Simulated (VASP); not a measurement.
# WCl (P4_2/mmc) in VASP: single point with PBE

Aim: the single point of WCl with PBE.

Program: VASP 6.6.1. These are calculated values, not measurements. Logs are shortened: lines on timing, memory, paths and dates and some standing lists are left out, and cuts for length are marked.

## Step 1: The cell of the first run

It takes space group P4_2/mmc (No. 131, tetragonal). Conventional cell: a = 2.859 Å, b = 2.859 Å, c = 8.090 Å, α = 90.00°, β = 90.00°, γ = 90.00°. Within 3.3 Å of W (site symmetry mmm) lie 4 Cl at 2.48 Å and 4 W at 2.86 Å. Cl (site symmetry -4m2) has 4 W at 2.48 Å and 4 Cl at 2.86 Å within 3.3 Å.

The cell was built from a structure type or drawn by symmetry, and may not be a known phase.

## Step 2: Single point, PBE

Input file INCAR:

```
  ALGO = Normal
  EDIFF = 1E-6
  ENCUT = 500
  GGA = PE
  GGA_COMPAT = False
  ISIF = 2
  ISMEAR = 0
  LASPH = True
  LCHARG = True
  LELF = True
  LREAL = False
  LVHAR = True
  LWAVE = False
  NBANDS = 29
  NELM = 120
  PREC = Accurate
  SIGMA = 0.2
```

Input file KPOINTS:

```
k-points
0
Gamma
  5 5 3
```

Input file POSCAR:

```
WCl
1.0
    2.8588128269      0.0000000000      0.0000000000
    0.0000000000      2.8588128269      0.0000000000
    0.0000000000      0.0000000000      8.0895255276
W Cl
2 2
Direct
    0.5000000000      0.0000000000      0.5000000000
    0.0000000000      0.5000000000      0.0000000000
    0.0000000000      0.0000000000      0.7500000000
    0.0000000000      0.0000000000      0.2500000000
```

Potentials or basis: VASP PAW PBE potentials, release 64 (W_sv, Cl).

Run with:

```console
$ cat potpaw_PBE.64/W_sv/POTCAR potpaw_PBE.64/Cl/POTCAR > POTCAR
$ mpirun -np 1 vasp_std > vasp.out
```

OUTCAR:

```text
EDIFF = 1E-6
   ENCUT = 500
   GGA = PE
   ISIF = 2
   ISMEAR = 0
   LASPH = True
   LREAL = False
   NELM = 120
   PREC = Accurate

 ion  position               nearest neighbor table
   1  0.500  0.000  0.500-   3 2.48   4 2.48   3 2.48   4 2.48
   2  0.000  0.500  0.000-   3 2.48   4 2.48   3 2.48   4 2.48
   3  0.000  0.000  0.750-   1 2.48   2 2.48   2 2.48   1 2.48
   4  0.000  0.000  0.250-   1 2.48   2 2.48   2 2.48   1 2.48

  LATTYP: Found a simple tetragonal cell.
 ALAT       =     2.8588128269
 C/A-ratio  =     2.8296800166

  Lattice vectors:

 A1 = (   2.8588128269,   0.0000000000,   0.0000000000)
 A2 = (   0.0000000000,   2.8588128269,   0.0000000000)
 A3 = (   0.0000000000,   0.0000000000,   8.0895255276)

Analysis of symmetry for initial positions (statically):
=====================================================================
 Subroutine PRICEL returns:
 Original cell was already a primitive cell.

 Routine SETGRP: Setting up the symmetry group for a
 simple tetragonal supercell.

 Subroutine GETGRP returns: Found 16 space group operations
 (whereof  8 operations were pure point group operations)
 out of a pool of 16 trial point group operations.

The static configuration has the point symmetry D_2h.
 The point group associated with its full space group is D_4h.

Analysis of symmetry for dynamics (positions and initial velocities):
=====================================================================
 Subroutine PRICEL returns:
 Original cell was already a primitive cell.

 Routine SETGRP: Setting up the symmetry group for a
 simple tetragonal supercell.

 Subroutine GETGRP returns: Found 16 space group operations
 (whereof  8 operations were pure point group operations)
 out of a pool of 16 trial point group operations.

The dynamic configuration has the point symmetry D_2h.
 The point group associated with its full space group is D_4h.

 Subroutine INISYM returns: Found 16 space group operations
 (whereof  8 operations are pure point group operations),
 and found     1 'primitive' translations

----------------------------------------------------------------------------------------

                                     Primitive cell

  volume of cell :      66.1142

  direct lattice vectors                    reciprocal lattice vectors
     2.858812827  0.000000000  0.000000000     0.349795548  0.000000000  0.000000000
     0.000000000  2.858812827  0.000000000     0.000000000  0.349795548  0.000000000
     0.000000000  0.000000000  8.089525528     0.000000000  0.000000000  0.123616644

  length of vectors
     2.858812827  2.858812827  8.089525528     0.349795548  0.349795548  0.123616644

  position of ions in fractional coordinates (direct lattice)
     0.500000000  0.000000000  0.500000000
     0.000000000  0.500000000  0.000000000
     0.000000000  0.000000000  0.750000000
     0.000000000  0.000000000  0.250000000

  ion indices of the primitive-cell ions
   primitive index   ion index
                 1           1
                 2           2
                 3           3
                 4           4

----------------------------------------------------------------------------------------

 KPOINTS: k-points

Automatic generation of k-mesh.
 Grid dimensions read from file:
 generate k-points for:    5    5    3

 Generating k-lattice:

  Cartesian coordinates                     Fractional coordinates (reciprocal lattice)
     0.069959110  0.000000000  0.000000000     0.200000000  0.000000000  0.000000000
     0.000000000  0.069959110  0.000000000     0.000000000  0.200000000  0.000000000
     0.000000000  0.000000000  0.041205548     0.000000000  0.000000000  0.333333333

  Length of vectors
     0.069959110  0.069959110  0.041205548

  Shift w.r.t. Gamma in fractional coordinates (k-lattice)
     0.000000000  0.000000000  0.000000000

 Subroutine IBZKPT returns following result:
 ===========================================

 Found     12 irreducible k-points:

 Following reciprocal coordinates:
            Coordinates               Weight
  0.000000  0.000000  0.000000      1.000000
  0.200000  0.000000  0.000000      4.000000
  0.400000  0.000000  0.000000      4.000000
  0.200000  0.200000  0.000000      4.000000
  0.400000  0.200000  0.000000      8.000000
  0.400000  0.400000  0.000000      4.000000
  0.000000  0.000000  0.333333      2.000000
  0.200000  0.000000  0.333333      8.000000
  0.400000  0.000000  0.333333      8.000000
  0.200000  0.200000  0.333333      8.000000
  0.400000  0.200000  0.333333     16.000000
  0.400000  0.400000  0.333333      8.000000
   k-points           NKPTS =     12   k-points in BZ     NKDIM =     12   number of bands    NBANDS=     29
   number of dos      NEDOS =    301   number of ions     NIONS =      4
   total plane-waves  NPLWV =  34560
   dimension x,y,z NGX =    24 NGY =   24 NGZ =   60
   dimension x,y,z NGXF=    48 NGYF=   48 NGZF=  120
   ions per type =               2   2
   NGX,Y,Z   is equivalent  to a cutoff of  13.96, 13.96, 12.33 a.u.
   NGXF,Y,Z  is equivalent  to a cutoff of  27.91, 27.91, 24.66 a.u.
 SYSTEM =  unknown system
   PREC   = accura    normal or accurate (medium, high low for compatibility)
   ISTART =      0    job   : 0-new  1-cont  2-samecut
   ICHARG =      2    charge: 1-file 2-atom 10-const
   ISPIN  =      1    spin polarized calculation?
   LNONCOLLINEAR =      F non collinear calculations
   LSORBIT =      F    spin-orbit coupling
   LASPH  =      T    aspherical Exc in radial PAW
   ENCUT  =  500.0 eV  36.75 Ry    6.06 a.u.   5.21  5.21 14.75*2*pi/ulx,y,z
   NELM   =    120;   NELMIN=  2; NELMDL= -5     # of ELM steps
   EDIFF  = 0.1E-05   stopping-criterion for ELM
   LREAL  =      F    real-space projection
   EDIFFG = 0.1E-04   stopping-criterion for IOM
   NSW    =      0    number of steps for IOM
   IBRION =     -1    ionic relax: 0-MD 1-quasi-New 2-CG
   NFREE  =      0    steps in history (QN), initial steepest desc. (CG)
   ISIF   =      2    stress and relaxation
   ISYM   =      2    0-nonsym 1-usesym 2-fastsym
   POTIM  = 0.5000    time-step for ionic-motion
   TEBEG  =    0.0;   TEEND  =   0.0 temperature during run
   PSTRESS=    0.0 pullay stress
   NELECT =      42.0000    total number of electrons
   NUPDOWN=      -1.0000    fix difference up-down
   EMIN   =  10.00;   EMAX   =-10.00  energy-range for DOS
   EFERMI =   0.00;   METHOD = LEGACY
   ISMEAR =     0;   SIGMA  =   0.20  broadening in eV -4-tet -1-fermi 0-gaus
   EFERMI_NEDOS =   21; number of points for ismear=-14 and -15
   IALGO  =     38    algorithm
   IMIX   =      4    mixing-type and parameters
     AMIX     =   0.40;   BMIX     =  1.00
     AMIX_MAG =   1.60;   BMIX_MAG =  1.00
  volume/ion in A,a.u.               =      16.53       111.54
  Fermi-wavevector in a.u.,A,eV,Ry     =   1.407321  2.659451 26.947042  1.980552
  Thomas-Fermi vector in A             =   2.529592
   LORBIT       =      0    0 simple, 1 ext, 2 COOP (PROOUT), +10 PAW based schemes
   GGA     = PE    functional components
   LHFCALC =     F    Hartree Fock is set to
   AEXX    =    0.0000 exact exchange contribution
   IVDW    =     0    specifies the selected vdW correction
   LEPSILON=     F    determine dielectric tensor
   LRPA    =     F    only Hartree local field effects (RPA)
 non-spin polarized calculation
 Gauss-broadening in eV      SIGMA  =   0.20
  energy-cutoff  :      500.00
  volume of cell :       66.11
 maximum number of plane-waves:      1717
 NGX is ok and might be reduce to    24
   NGX = 11   NGY = 11   NGZ = 29

 number of electron      41.9999999 magnetization

 Free energy of the ion-electron system (eV)
  ---------------------------------------------------
  ext. energy  EPLUGINS =         0.00000000
  ---------------------------------------------------
  free energy    TOTEN  =       -26.69443879 eV

  energy without entropy =      -26.65466556  energy(sigma->0) =      -26.67455218

 E-fermi :   9.8334     XC(G=0): -12.0491

 val. band max:        9.7479442644   @ k =   0.4000   0.2000   0.3333
 cond. band min:      10.0633409605   @ k =   0.2000   0.2000   0.3333
 fundamental gap:      0.3153966961
 Fermi energy:         9.8334405114

 k-point     1 :       0.0000    0.0000    0.0000
  band No.  band energies     occupation
      1     -64.8666      2.00000
      2     -64.8664      2.00000
      3     -29.3615      2.00000
      4     -29.3339      2.00000
      5     -28.9134      2.00000
      6     -28.9134      2.00000
[... 21 lines left out ...]
     28      14.1371      0.00000
     29      14.4317      0.00000

 k-point     2 :       0.2000    0.0000    0.0000
  band No.  band energies     occupation
      1     -64.8552      2.00000
      2     -64.8542      2.00000
      3     -29.3336      2.00000
      4     -29.3093      2.00000
      5     -29.1356      2.00000
      6     -28.8967      2.00000
[... 21 lines left out ...]
     28      14.1174      0.00000
     29      15.4925      0.00000

 k-point     3 :       0.4000    0.0000    0.0000
  band No.  band energies     occupation
      1     -64.8370      2.00000
      2     -64.8343      2.00000
      3     -29.4806      2.00000
      4     -29.2922      2.00000
      5     -29.2650      2.00000
      6     -28.9843      2.00000
[... 21 lines left out ...]
     28      13.8682      0.00000
     29      16.6398      0.00000

 k-point     4 :       0.2000    0.2000    0.0000
  band No.  band energies     occupation
      1     -64.8431      2.00000
      2     -64.8430      2.00000
      3     -29.3047      2.00000
      4     -29.2868      2.00000
      5     -29.1178      2.00000
      6     -29.1149      2.00000
[... 213 lines left out ...]
     28      14.1348      0.00000
     29      18.2012      0.00000

 k-point    11 :       0.4000    0.2000    0.3333
  band No.  band energies     occupation
      1     -64.8249      2.00000
      2     -64.8233      2.00000
      3     -29.4576      2.00000
      4     -29.2619      2.00000
      5     -29.2456      2.00000
      6     -29.0848      2.00000
[... 21 lines left out ...]
     28      14.3160      0.00000
     29      16.7204      0.00000

 k-point    12 :       0.4000    0.4000    0.3333
  band No.  band energies     occupation
      1     -64.8053      2.00000
      2     -64.8053      2.00000
      3     -29.4215      2.00000
      4     -29.4181      2.00000
      5     -29.2141      2.00000
      6     -29.2128      2.00000
[... 21 lines left out ...]
     28      14.0849      0.00000
     29      16.2978      0.00000

------------------------ aborting loop because EDIFF is reached ----------------------------------------

  FORCE on cell =-STRESS in cart. coord.  units (eV):
  Direction    XX          YY          ZZ          XY          YZ          ZX
  --------------------------------------------------------------------------------------
  -------------------------------------------------------------------------------------
  Total        0.0517388      0.0517388      0.3023953      0.0000000      0.0000000      0.0000000
  in kB        1.2538115      1.2538115      7.3280954      0.0000000      0.0000000      0.0000000
  external PRESSURE =       3.2785728 kB  Pullay stress =       0.0000000 kB

 VOLUME and BASIS-vectors are now :
 -----------------------------------------------------------------------------
  energy-cutoff  :      500.00
  volume of cell :       66.11
      direct lattice vectors                 reciprocal lattice vectors
     2.858812827  0.000000000  0.000000000     0.349795548  0.000000000  0.000000000
     0.000000000  2.858812827  0.000000000     0.000000000  0.349795548  0.000000000
     0.000000000  0.000000000  8.089525528     0.000000000  0.000000000  0.123616644

 POSITION                                       TOTAL-FORCE (eV/Angst)
 -----------------------------------------------------------------------------------
      1.42941      0.00000      4.04476         0.000000      0.000000      0.000000
      0.00000      1.42941      0.00000         0.000000      0.000000      0.000000
      0.00000      0.00000      6.06714        -0.000000      0.000000     -0.000000
      0.00000      0.00000      2.02238         0.000000      0.000000      0.000000
 -----------------------------------------------------------------------------------
    total drift:                                0.000000      0.000000     -0.000000

  FREE ENERGIE OF THE ION-ELECTRON SYSTEM (eV)
  ---------------------------------------------------
  free  energy   TOTEN  =       -26.6944387946 eV

  energy  without entropy=      -26.6546655578  energy(sigma->0) =      -26.67455218
```

Run time: 17 s. Hardware: 1 thread of Intel Xeon Platinum 8259CL at 2.50GHz (Skylake/Cascade Lake), shared host; peak memory 0.18 GiB.

What came out:

* Free energy: -26.6944 eV
* Pressure: 0.3 GPa
* Band gap on the k mesh: zero (bands 21 and 22 overlap by 1.48 eV)

Caveat: the k points lie up to 0.44 Å⁻¹ apart, too coarse for converged energies and pressures of a metal; spin-orbit coupling is left out, which moves the levels of the heavy elements.
